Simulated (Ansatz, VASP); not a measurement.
**ScTi2O2 in VASP and in Ansatz**

```xyz
5
Lattice="1.5500 0.8949 7.4500 -1.5500 0.8949 7.4500 0.0000 -1.7898 7.4500" Properties=species:S:1:pos:R:3 pbc="T T T"
Sc    0.0000    0.0000    0.0000
Ti    0.0000    0.0000   17.3838
Ti    0.0000    0.0000    4.9662
O     0.0000    0.0000    8.6919
O     0.0000    0.0000   13.6581
```

Alike in both runs: task relaxation of cell and atoms; functional PBE; k mesh 6 × 6 × 6; occupations gaussian, width 0.2 eV; collinear spin.

|  | VASP | Ansatz |
| --- | --- | --- |
| version | VASP 6.6.1 | Ansatz 0.2.0 |
| potentials or method | VASP PAW PBE potentials, release 64 (Sc_sv, Ti_sv, O), cutoff 600 eV | scalar-relativistic, plane waves, PAW |
| valence electrons in the cell | 47 | 47 |

VASP gave:

```
gap on the k mesh at the Fermi level, each at its own relaxed structure (eV) : none
net moment per atom (μB)                                                     : 0.00
relaxed volume (Å³/atom)                                                     : 11.99
relaxed length of the cell vector where the two differ most in proportion (Å)              : 7.632
```

Task: What did Ansatz give for the same quantities?

Result: gap on the k mesh at the Fermi level, each at its own relaxed structure (eV): none; net moment per atom (μB): 0.00; relaxed volume (Å³/atom): 11.93; relaxed length of the cell vector where the two differ most in proportion (Å): 7.616.

A gap of «none» marks a metal or a gap that the smearing closes. Ansatz's warnings: seeded moment not kept.

The k mesh is coarse, so the values compare programs but aren't converged.
